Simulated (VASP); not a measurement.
A run of VASP 6.6.1 is set up as follows.

The input INCAR:

```
SYSTEM = Ba
PREC = Accurate
ENCUT = 520
EDIFF = 1E-6
ISMEAR = -1
SIGMA = 0.05
LREAL = .False.
LASPH = .True.
NELM = 80
ALGO = Fast
ISIF = 2
LWAVE = .False.
LCHARG = .False.
GGA = PS
IVDW = 12
NBANDS = 11
```

KPOINTS

```
Automatic mesh
0
Gamma
  8 8 8
  0 0 0
```

POSCAR

```
Ba
1.0
   -2.3676273520      2.3676273520      2.3676273520
    2.3676273520     -2.3676273520      2.3676273520
    2.3676273520      2.3676273520     -2.3676273520
Ba
1
Direct
    0.0000000000      0.0000000000      0.0000000000
```

Potentials or basis: VASP PAW PBE potentials, release 64 (Ba_sv).

The run is started by

```console
$ cat potpaw_PBE.64/Ba_sv/POTCAR > POTCAR
$ mpirun -np 1 vasp_std > vasp.out
```

(1) What does it give for the dispersion energy per atom?

(2) Predict the pressure.

(3) Predict the band gap on the k mesh.

Results:

(1) -0.300 eV.

(2) 0.1 GPa.

(3) zero (band 5 reaches 2.83 eV, above the bottom of band 6 at 1.32 eV).

Caveat: the PAW data sets were made with another functional, which shifts forces and pressure a little; spin-orbit coupling is left out, which moves the levels of the heavy elements; pairwise dispersion overbinds metals, which lowers pressure and volume.
